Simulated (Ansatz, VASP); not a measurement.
## One calculation of SiC, two programs

Contents of INCAR:

```
  ALGO = Normal
  EDIFF = 1E-7
  EDIFFG = -0.001
  ENCUT = 600
  GGA = PE
  IBRION = 2
  ISIF = 3
  ISMEAR = 0
  LASPH = True
  LCHARG = False
  LREAL = False
  LWAVE = False
  NELM = 80
  NSW = 80
  PREC = Accurate
  SIGMA = 0.01
```

The input KPOINTS:

```
k-points
0
Gamma
  12 12 2
```

File POSCAR:

```
SiC
1.0
    3.0949980732      0.0000000000      0.0000000000
   -1.5474990366      2.6803469561      0.0000000000
    0.0000000000      0.0000000000     15.1864399695
Si C
6 6
Direct
    0.0000000000      0.0000000000      0.1250399221
    0.0000000000      0.0000000000      0.6250399221
    0.3333333333      0.6666666667      0.2918177992
    0.6666666667      0.3333333333      0.7918177992
    0.3333333333      0.6666666667      0.9583095063
    0.6666666667      0.3333333333      0.4583095063
    0.0000000000      0.0000000000     -0.0003123163
    0.0000000000      0.0000000000      0.4996876837
    0.3333333333      0.6666666667      0.1668296831
    0.6666666667      0.3333333333      0.6668296831
    0.3333333333      0.6666666667      0.8333154056
    0.6666666667      0.3333333333      0.3333154056
```

Input for Ansatz:

```yaml
crystal:
  lattice:
    - [3.094998073, 0.0, 0.0]
    - [-1.5474990365, 2.6803469559, 0.0]
    - [0.0, 0.0, 15.1864399655]
  atoms:
    - { symbol: Si, position: [0.0, 0.0, 0.1250399221] }
    - { symbol: Si, position: [0.0, 0.0, 0.6250399221] }
    - { symbol: Si, position: [0.3333333333, 0.6666666667, 0.2918177992] }
    - { symbol: Si, position: [0.6666666667, 0.3333333333, 0.7918177992] }
    - { symbol: Si, position: [0.3333333333, 0.6666666667, 0.9583095064] }
    - { symbol: Si, position: [0.6666666667, 0.3333333333, 0.4583095064] }
    - { symbol: C, position: [0.0, 0.0, -0.0003123163] }
    - { symbol: C, position: [0.0, 0.0, 0.4996876837] }
    - { symbol: C, position: [0.3333333333, 0.6666666667, 0.1668296831] }
    - { symbol: C, position: [0.6666666667, 0.3333333333, 0.6668296831] }
    - { symbol: C, position: [0.3333333333, 0.6666666667, 0.8333154055] }
    - { symbol: C, position: [0.6666666667, 0.3333333333, 0.3333154055] }
basis:
  ecutwfc: 420
kpoints:
  mp_grid: { grid: [12, 12, 2] }
hamiltonian:
  xc: pbe
scf:
  occupations: { method: fixed }
output:
  forces: true
  stress: true
  eigenvalues: true
relax:
  adjacent_minimum: "off"
  f_tol: 0.001
  max_steps: 60
  cell: { stress_tol: 0.01 }
```

Alike in both runs: task relaxation of cell and atoms; functional PBE; k mesh 12 × 12 × 2; no spin polarisation.

```csv
,VASP,Ansatz
version,VASP 6.6.1,Ansatz 0.2.0
potentials or method,"VASP PAW PBE potentials, release 64 (Si, C), cutoff 600 eV","scalar-relativistic, plane waves, PAW"
occupations,"gaussian, width 0.01 eV",fixed
valence electrons in the cell,48,48
```

Ansatz gave:

| Property | Result |
| --- | --- |
| gap on the k mesh at the Fermi level, each at its own relaxed structure (eV) | 2.03 |
| relaxed volume (Å³/atom) | 10.50 |
| relaxed length of the cell vector where the two differ most in proportion (Å) | 3.095 |

Problem. Which values does VASP return?

Solution. gap on the k mesh at the Fermi level, each at its own relaxed structure (eV): 2.03; relaxed volume (Å³/atom): 10.49; relaxed length of the cell vector where the two differ most in proportion (Å): 3.094.
